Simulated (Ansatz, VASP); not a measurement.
One calculation of CaO, two programs

Contents of INCAR:

```
SYSTEM = CaO
  ALGO = Normal
  EDIFF = 1E-8
  ENCUT = 520
  GGA = PE
  ISIF = 2
  ISMEAR = -1
  LASPH = .True.
  LCHARG = .False.
  LEFG = .True.
  LREAL = .False.
  LWAVE = .False.
  NBANDS = 15
  NELM = 80
  PREC = Accurate
  SIGMA = 0.05
```

KPOINTS

```
k-points
0
Gamma
  11 11 11
  0 0 0
```

File POSCAR:

```
CaO
1.0
    0.0000000000      2.6218300245      2.6218300245
    2.6218300245      0.0000000000      2.6218300245
    2.6218300245      2.6218300245      0.0000000000
Ca O
1 1
Direct
    0.0000000000      0.0000000000      0.0000000000
    0.2500000000      0.2500000000      0.2500000000
```

Input for Ansatz:

```yaml
crystal:
  lattice:
    - [0.0, 2.6218300245, 2.6218300245]
    - [2.6218300245, 0.0, 2.6218300245]
    - [2.6218300245, 2.6218300245, 0.0]
  atoms:
    - { symbol: Ca, position: [0.0, 0.0, 0.0] }
    - { symbol: O, position: [0.25, 0.25, 0.25] }
kpoints:
  mp_grid: { grid: [11, 11, 11] }
  band_path:
    path:
      - [0.0, 0.0, 0.0]
      - [-0.5, -0.5, 0.0]
      - [-0.375, -0.375, 0.25]
      - [-0.375, 0.0, 0.375]
      - [0.0, 0.0, 0.0]
      - [0.0, 0.0, 0.5]
      - [-0.5, -0.25, 0.25]
      - [-0.5, -0.5, 0.0]
    npoints: 8
scf:
  occupations: { method: fermi_dirac, width: 0.05 }
hamiltonian:
  xc: pbe
  pseudopotentials: { kind: all_electron, datasets: crystal }
output:
  forces: true
  stress: true
  eigenvalues: true
  efg: { contact_densities: true }
```

Alike in both runs: task electric field gradients; functional PBE; k mesh 11 × 11 × 11; occupations fermi-dirac, width 0.05 eV; no spin polarisation.

|  | VASP | Ansatz |
| --- | --- | --- |
| version | VASP 6.6.1 | Ansatz 0.2.0 |
| potentials or method | VASP PAW PBE potentials, release 64 (Ca_sv, O), cutoff 520 eV | all-electron PAW with datasets made for the crystal, scalar-relativistic |

```tsv
	VASP	Ansatz	Ansatz less VASP
gap on the k mesh at the Fermi level (eV)	3.28	3.29	+0.006
pressure (GPa)	0.4	0.0	-0.44
```

Ansatz ran all-electron here, and VASP with PAW potentials.
